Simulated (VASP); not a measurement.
# Al (P6/mmm) in VASP: a series of runs

Aim: see how the results for Al move with the level of theory and the settings. Levels: PBEsol-based screened hybrid with 25 % exact exchange, PBE-based screened hybrid with 25 % exact exchange. Tasks: single point.

Program: VASP 6.6.1. These are calculated values, not measurements. Logs are shortened: lines on timing, memory, paths and dates and some standing lists are left out, and cuts for length are marked.

**1. The cell of the first run**

The structure is hexagonal, space group P6/mmm (No. 191). Conventional cell: a = 4.463 Å, b = 4.463 Å, c = 2.822 Å, α = 90.00°, β = 90.00°, γ = 120.00°. Al (site symmetry -6m2) has 5 Al at 2.58 to 2.82 Å within 3.4 Å.

This isn't the form of Al at room conditions, which is fcc.

**2. Single point, PBEsol-based screened hybrid with 25 % exact exchange**

POSCAR reads:

```
Al
1.0
    4.4627209098      0.0000028334      0.0000000000
   -2.2313629087      3.8648282612      0.0000000000
    0.0000000000      0.0000000000      2.8219234117
Al
2
Direct
    0.3333333333      0.6666666667      0.5000000000
    0.6666666667      0.3333333333      0.5000000000
```

INCAR.step1 reads:

```
ALGO = Normal ; EDIFF = 1E-5
ENCUT = 520 ; GGA = PE
ISIF = 2 ; ISMEAR = -1
LASPH = True ; LCHARG = False
LREAL = False ; LWAVE = True
NBANDS = 10 ; NELM = 60
PREC = Accurate ; SIGMA = 0.05
```

INCAR.step2 reads:

```
AEXX = 0.25 ; ALGO = Normal
EDIFF = 1E-6 ; ENCUT = 520
GGA = PS ; HFSCREEN = 0.207
ISIF = 2 ; ISMEAR = -1
ISTART = 1 ; LASPH = True
LCHARG = False ; LHFCALC = True
LREAL = False ; LWAVE = False
NBANDS = 10 ; NELM = 60
PREC = Accurate ; PRECFOCK = Normal
SIGMA = 0.05
```

KPOINTS reads:

```
k-points
0
Gamma
  4 4 5
```

Potentials or basis: VASP PAW PBE potentials, release 64 (Al).

Launch:

```console
$ cat potpaw_PBE.64/Al/POTCAR > POTCAR
$ cp INCAR.step1 INCAR
$ mpirun -np 1 vasp_std > vasp.out
$ cp INCAR.step2 INCAR
$ mpirun -np 1 vasp_std > vasp.out
```

OUTCAR:

```text
AEXX = 0.25
   EDIFF = 1E-6
   ENCUT = 520
   GGA = PS
   HFSCREEN = 0.207
   ISIF = 2
   ISMEAR = -1
   ISTART = 1
   LASPH = True
   LHFCALC = True
   LREAL = False
   NELM = 60
   PREC = Accurate
   PRECFOCK = Normal

 ion  position               nearest neighbor table
   1  0.333  0.667  0.500-   2 2.58   2 2.58   2 2.58
   2  0.667  0.333  0.500-   1 2.58   1 2.58   1 2.58

  LATTYP: Found a hexagonal cell.
 ALAT       =     4.4627209098
 C/A-ratio  =     0.6323324870

  Lattice vectors:

 A1 = (   4.4627209098,   0.0000028334,   0.0000000000)
 A2 = (  -2.2313629087,   3.8648282612,   0.0000000000)
 A3 = (   0.0000000000,   0.0000000000,   2.8219234117)

Analysis of symmetry for initial positions (statically):
=====================================================================
 Subroutine PRICEL returns:
 Original cell was already a primitive cell.

 Routine SETGRP: Setting up the symmetry group for a
 hexagonal supercell.

 Subroutine GETGRP returns: Found 24 space group operations
 (whereof 24 operations were pure point group operations)
 out of a pool of 24 trial point group operations.

The static configuration has the point symmetry D_6h.

Analysis of symmetry for dynamics (positions and initial velocities):
=====================================================================
 Subroutine PRICEL returns:
 Original cell was already a primitive cell.

 Routine SETGRP: Setting up the symmetry group for a
 hexagonal supercell.

 Subroutine GETGRP returns: Found 24 space group operations
 (whereof 24 operations were pure point group operations)
 out of a pool of 24 trial point group operations.

The dynamic configuration has the point symmetry D_6h.

 Subroutine INISYM returns: Found 24 space group operations
 (whereof 24 operations are pure point group operations),
 and found     1 'primitive' translations

----------------------------------------------------------------------------------------

                                     Primitive cell

  volume of cell :      48.6716

  direct lattice vectors                    reciprocal lattice vectors
     4.462720910  0.000002833  0.000000000     0.224078461  0.129371949  0.000000000
    -2.231362909  3.864828261  0.000000000    -0.000000164  0.258743614  0.000000000
     0.000000000  0.000000000  2.821923412     0.000000000  0.000000000  0.354368228

  length of vectors
     4.462720910  4.462720910  2.821923412     0.258743614  0.258743614  0.354368228

  position of ions in fractional coordinates (direct lattice)
     0.333333333  0.666666667  0.500000000
     0.666666667  0.333333333  0.500000000

  ion indices of the primitive-cell ions
   primitive index   ion index
                 1           1
                 2           2

----------------------------------------------------------------------------------------

 KPOINTS: k-points

Automatic generation of k-mesh.
 Grid dimensions read from file:
 generate k-points for:    4    4    5

 Generating k-lattice:

  Cartesian coordinates                     Fractional coordinates (reciprocal lattice)
     0.056019615  0.032342987  0.000000000     0.250000000  0.000000000  0.000000000
    -0.000000041  0.064685904  0.000000000     0.000000000  0.250000000  0.000000000
     0.000000000  0.000000000  0.070873646     0.000000000  0.000000000  0.200000000

  Length of vectors
     0.064685904  0.064685904  0.070873646

  Shift w.r.t. Gamma in fractional coordinates (k-lattice)
     0.000000000  0.000000000  0.000000000

 Subroutine IBZKPT returns following result:
 ===========================================

 Found     12 irreducible k-points:

 Following reciprocal coordinates:
            Coordinates               Weight
  0.000000  0.000000  0.000000      1.000000
  0.250000  0.000000  0.000000      6.000000
  0.500000  0.000000  0.000000      3.000000
  0.250000  0.250000  0.000000      6.000000
  0.000000  0.000000  0.200000      2.000000
  0.250000  0.000000  0.200000     12.000000
  0.500000  0.000000  0.200000      6.000000
  0.250000  0.250000  0.200000     12.000000
  0.000000  0.000000  0.400000      2.000000
  0.250000  0.000000  0.400000     12.000000
  0.500000  0.000000  0.400000      6.000000
  0.250000  0.250000  0.400000     12.000000
   k-points           NKPTS =     12   k-points in BZ     NKDIM =     80   number of bands    NBANDS=     10
   number of dos      NEDOS =    301   number of ions     NIONS =      2
   total plane-waves  NPLWV =  31104
   dimension x,y,z NGX =    36 NGY =   36 NGZ =   24
   dimension x,y,z NGXF=    72 NGYF=   72 NGZF=   48
   ions per type =               2
   NGX,Y,Z   is equivalent  to a cutoff of  13.41, 13.41, 14.14 a.u.
   NGXF,Y,Z  is equivalent  to a cutoff of  26.82, 26.82, 28.28 a.u.
 SYSTEM =  unknown system
   PREC   = accura    normal or accurate (medium, high low for compatibility)
   ISTART =      1    job   : 0-new  1-cont  2-samecut
   ICHARG =      0    charge: 1-file 2-atom 10-const
   ISPIN  =      1    spin polarized calculation?
   LNONCOLLINEAR =      F non collinear calculations
   LSORBIT =      F    spin-orbit coupling
   LASPH  =      T    aspherical Exc in radial PAW
   ENCUT  =  520.0 eV  38.22 Ry    6.18 a.u.   8.30  8.30  5.25*2*pi/ulx,y,z
   NELM   =     60;   NELMIN=  2; NELMDL=  0     # of ELM steps
   EDIFF  = 0.1E-05   stopping-criterion for ELM
   LREAL  =      F    real-space projection
   EDIFFG = 0.1E-04   stopping-criterion for IOM
   NSW    =      0    number of steps for IOM
   IBRION =     -1    ionic relax: 0-MD 1-quasi-New 2-CG
   NFREE  =      0    steps in history (QN), initial steepest desc. (CG)
   ISIF   =      2    stress and relaxation
   ISYM   =      3    0-nonsym 1-usesym 2-fastsym
   POTIM  = 0.5000    time-step for ionic-motion
   TEBEG  =    0.0;   TEEND  =   0.0 temperature during run
   PSTRESS=    0.0 pullay stress
   NELECT =       6.0000    total number of electrons
   NUPDOWN=      -1.0000    fix difference up-down
   EMIN   =  10.00;   EMAX   =-10.00  energy-range for DOS
   EFERMI =   0.00;   METHOD = LEGACY
   ISMEAR =    -1;   SIGMA  =   0.05  broadening in eV -4-tet -1-fermi 0-gaus
   EFERMI_NEDOS =   21; number of points for ismear=-14 and -15
   IALGO  =     38    algorithm
   IMIX   =      1    mixing-type and parameters
     AMIX     =   0.40;   BMIX     =  1.00
     AMIX_MAG =   1.60;   BMIX_MAG =  1.00
  volume/ion in A,a.u.               =      24.34       164.23
  Fermi-wavevector in a.u.,A,eV,Ry     =   0.814767  1.539687  9.032165  0.663845
  Thomas-Fermi vector in A             =   1.924734
   LORBIT       =      0    0 simple, 1 ext, 2 COOP (PROOUT), +10 PAW based schemes
   GGA     = PS    functional components
   LHFCALC =     T    Hartree Fock is set to
   PRECFOCK=normal    Normal, Fast or Accurate (Low or Medium for compatibility)
   ENCUT4O =  -1.0   cutoff for four orbital integrals eV
   NKREDX  =     1    reduce k-point grid by
   NKREDY  =     1    reduce k-point grid by
   NKREDZ  =     1    reduce k-point grid by
   AEXX    =    0.2500 exact exchange contribution
   HFSCREEN=    0.2070 screening length (either q_TF or 0.3 A-1)
   HFSCREENC=   0.2070 screening length for correlation (either q_TF or 0.3 A-1)
   ENCUTFOCK=  -1.0 apply spherical cutoff to Coloumb kernel
   IVDW    =     0    specifies the selected vdW correction
   LEPSILON=     F    determine dielectric tensor
   LRPA    =     F    only Hartree local field effects (RPA)
 non-spin polarized calculation
  energy-cutoff  :      520.00
  volume of cell :       48.67
 maximum number of plane-waves:      1337
 NGX is ok and might be reduce to    36
  NGX = 28; NGY = 28; NGZ = 16

 number of electron       6.0000000 magnetization

 Free energy of the ion-electron system (eV)
  ---------------------------------------------------
  ext. energy  EPLUGINS =         0.00000000
  ---------------------------------------------------
  free energy    TOTEN  =        -7.44748503 eV

  energy without entropy =       -7.43692640  energy(sigma->0) =       -7.44220571

 E-fermi :   3.5779     XC(G=0):  -7.2169

 val. band max:        3.2011991404   @ k =   0.5000   0.0000   0.4000
 cond. band min:       3.5780340710   @ k =   0.2500   0.2500   0.4000
 fundamental gap:      0.3768349307
 Fermi energy:         3.5778864989

 k-point     1 :       0.0000    0.0000    0.0000
  band No.  band energies     occupation
      1      -6.1628      2.00000
      2       3.0983      1.99986
      3       3.0983      1.99986
      4       4.1775      0.00001
      5       6.7463      0.00000
      6       6.7463      0.00000
      7      10.0080      0.00000
      8      13.1239      0.00000
      9      14.0872      0.00000
     10      20.2186      0.00000

 k-point     2 :       0.2500    0.0000    0.0000
  band No.  band energies     occupation
      1      -5.5431      2.00000
      2      -0.2285      2.00000
      3       2.3100      2.00000
      4       5.0420      0.00000
      5       8.3109      0.00000
      6       8.7213      0.00000
      7      12.7590      0.00000
      8      13.6047      0.00000
      9      14.4425      0.00000
     10      17.6959      0.00000

 k-point     3 :       0.5000    0.0000    0.0000
  band No.  band energies     occupation
      1      -4.2547      2.00000
      2      -2.6808      2.00000
      3       1.7943      2.00000
      4       4.4549      0.00000
      5      12.1064      0.00000
      6      12.4350      0.00000
      7      12.7232      0.00000
      8      12.8633      0.00000
      9      14.5689      0.00000
     10      15.8902      0.00000
[... 92 lines left out ...]
 k-point    11 :       0.5000    0.0000    0.4000
  band No.  band energies     occupation
      1      -1.0037      2.00000
      2       0.5304      2.00000
      3       3.2012      1.99893
      4       4.6596      0.00000
      5       4.6643      0.00000
      6       7.7828      0.00000
      7       9.7475      0.00000
      8      11.3890      0.00000
      9      15.2212      0.00000
     10      15.2329      0.00000

 k-point    12 :       0.2500    0.2500    0.4000
  band No.  band energies     occupation
      1      -1.1404      2.00000
      2       1.0377      2.00000
      3       3.0645      1.99993
      4       3.5780      0.99852
      5       5.0795      0.00000
      6       8.4411      0.00000
      7      10.5499      0.00000
      8      10.9719      0.00000
      9      14.2819      0.00000
     10      14.6227      0.00000

------------------------ aborting loop because EDIFF is reached ----------------------------------------

  FORCE on cell =-STRESS in cart. coord.  units (eV):
  Direction    XX          YY          ZZ          XY          YZ          ZX
  --------------------------------------------------------------------------------------
  -------------------------------------------------------------------------------------
  Total       -0.0293461     -0.0293461      0.0172793      0.0000000      0.0000000      0.0000000
  in kB       -0.9660195     -0.9660195      0.5688036      0.0000000      0.0000000      0.0000000
  external PRESSURE =      -0.4544118 kB  Pullay stress =       0.0000000 kB

 VOLUME and BASIS-vectors are now :
 -----------------------------------------------------------------------------
  energy-cutoff  :      520.00
  volume of cell :       48.67
      direct lattice vectors                 reciprocal lattice vectors
     4.462720910  0.000002833  0.000000000     0.224078461  0.129371949  0.000000000
    -2.231362909  3.864828261  0.000000000    -0.000000164  0.258743614  0.000000000
     0.000000000  0.000000000  2.821923412     0.000000000  0.000000000  0.354368228

 POSITION                                       TOTAL-FORCE (eV/Angst)
 -----------------------------------------------------------------------------------
     -0.00000      2.57655      1.41096        -0.000000      0.000000      0.000000
      2.23136      1.28828      1.41096         0.000000     -0.000000     -0.000000
 -----------------------------------------------------------------------------------
    total drift:                               -0.000000      0.000000     -0.000000

  FREE ENERGIE OF THE ION-ELECTRON SYSTEM (eV)
  ---------------------------------------------------
  free  energy   TOTEN  =        -7.4474850284 eV

  energy  without entropy=       -7.4369263985  energy(sigma->0) =       -7.44220571
```

Run time: 5.2 min. Hardware: 1 thread of Intel Xeon 8259CL, shared host; peak memory 0.27 GiB.

What came out:

- Free energy: -7.4475 eV
- Pressure: 0.0 GPa
- Band gap on the k mesh: zero (bands 3 and 4 overlap by 2.27 eV)

Stress tensor (GPa, compression positive):
```
-0.10  0.00  0.00
 0.00 -0.10  0.00
 0.00  0.00  0.06
```

Caveat: the k points lie up to 0.45 Å⁻¹ apart, too coarse for converged energies and pressures of a metal; the PAW data sets were made with another functional, which shifts forces and pressure a little.

**3. Single point, PBE-based screened hybrid with 25 % exact exchange**

This run uses another cell than the first one, of 24.78 Å³/atom.

POSCAR reads:

```
Al
1.0
    4.4878655028      0.0000028494      0.0000000000
   -2.2439352190      3.8866041095      0.0000000000
    0.0000000000      0.0000000000      2.8413842265
Al
2
Direct
    0.3333333333      0.6666666667      0.5000000000
    0.6666666667      0.3333333333      0.5000000000
```

INCAR.step1 reads:

```
PREC     = Accurate       # precision mode
ENCUT    = 520            # plane-wave cutoff, eV
EDIFF    = 1E-5           # SCF threshold, eV
ISMEAR   = -1             # smearing method
SIGMA    = 0.05           # smearing width, eV
LREAL    = F              # projectors in reciprocal space
LASPH    = T              # aspherical terms in the spheres
NELM     = 80             # most SCF steps
ALGO     = Normal         # electronic algorithm
ISIF     = 2              # what is computed and relaxed
LWAVE    = T              # write WAVECAR
NBANDS   = 10             # bands
GGA      = PE             # functional
```

INCAR.step2 reads:

```
PREC     = Accurate       # precision mode
ENCUT    = 520            # plane-wave cutoff, eV
EDIFF    = 1E-6           # SCF threshold, eV
ISMEAR   = -1             # smearing method
SIGMA    = 0.05           # smearing width, eV
LREAL    = F              # projectors in reciprocal space
LASPH    = T              # aspherical terms in the spheres
NELM     = 80             # most SCF steps
ALGO     = Normal         # electronic algorithm
ISIF     = 2              # what is computed and relaxed
LWAVE    = F              # write WAVECAR
LCHARG   = T              # write CHGCAR
GGA      = PE             # functional
LHFCALC  = T              # exact exchange
AEXX     = 0.25           # exact-exchange fraction
HFSCREEN = 0.3            # screening, 1/A
PRECFOCK = Normal       
LELF     = T              # ELF
LVHAR    = T            
NBANDS   = 10             # bands
ISTART   = 1
```

KPOINTS reads:

```
regular mesh
0
Gamma
  4 4 5
```

Potentials or basis: VASP PAW PBE potentials, release 64 (Al).

Launch:

```console
$ cat potpaw_PBE.64/Al/POTCAR > POTCAR
$ cp INCAR.step1 INCAR
$ mpirun -np 1 vasp_std > vasp.out
$ cp INCAR.step2 INCAR
$ mpirun -np 1 vasp_std > vasp.out
```

Run time: 7.4 min. Hardware: 1 thread of Intel Xeon 8259CL, shared host; peak memory 0.26 GiB.

Results (log left out):

```yaml
Free_energy: -6.9365 eV
Pressure: -0.1 GPa
Band_gap_on_the_k_mesh: zero (bands 3 and 4 overlap by 2.14 eV)
```

Stress tensor (GPa, compression positive):
```
-0.16  0.00  0.00
 0.00 -0.16  0.00
 0.00  0.00  0.07
```

Levels at points of the mesh, in eV from the Fermi level:
```tsv
k point	band 1	band 2	band 3	band 4	band 5	band 6
(0.00, 0.00, 0.00)	-9.45	-0.44	-0.44	0.46	3.07	3.07
(0.50, 0.00, 0.00)	-7.59	-6.02	-1.66	0.85	8.28	8.66
```

Caveat: the k points lie up to 0.44 Å⁻¹ apart, too coarse for converged energies and pressures of a metal; the PAW data sets were made with another functional, which shifts forces and pressure a little.

The gap in the log of VASP goes by the Fermi energy; the results here count the filled bands.